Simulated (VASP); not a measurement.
ZrN: electric field gradients with PBEsol

ZrN:

```xyz
2
Lattice="0.0000 2.2994 2.2994 2.2994 0.0000 2.2994 2.2994 2.2994 0.0000" Properties=species:S:1:pos:R:3 pbc="T T T"
Zr    0.0000    0.0000    0.0000
N     2.2994    2.2994    2.2994
```

```
Program                : VASP 6.6.1
Task                   : electric field gradients
Functional             : PBEsol
Potentials or basis    : VASP PAW PBE potentials, release 64 (Zr_sv, N)
Cutoff                 : 520 eV
k mesh                 : 9 × 9 × 9
Occupations            : fermi-dirac, width 0.01 eV
Spin                   : no spin polarisation
Dipole correction      : no
Further INCAR settings : ALGO = Normal; EDIFF = 1e-08; NBANDS = 16
```

| Quantity | Value |
| --- | --- |
| Pressure | -7.3 GPa |
| Band gap on the k mesh | zero (an odd number of electrons rules out a gap without spin polarisation) |
| Largest electric field gradient by atom | zero within the noise of the run |

Levels at points of the mesh, in eV from the Fermi level:
| k point | band 5 | band 6 | band 7 | band 8 | band 9 | band 10 | band 11 | band 12 | band 13 | band 14 |
| --- | --- | --- | --- | --- | --- | --- | --- | --- | --- | --- |
| (0.00, 0.00, 0.00) | -16.13 | -2.59 | -2.59 | -2.59 | -0.38 | -0.38 | -0.38 | 1.59 | 1.59 | 2.81 |

Run time: 18 s on 1 thread of Intel Xeon 8259CL (shared host), peak memory 0.14 GiB.

Caveat: the cell stands under tension; the PAW data sets were made with another functional, which shifts forces and pressure a little.
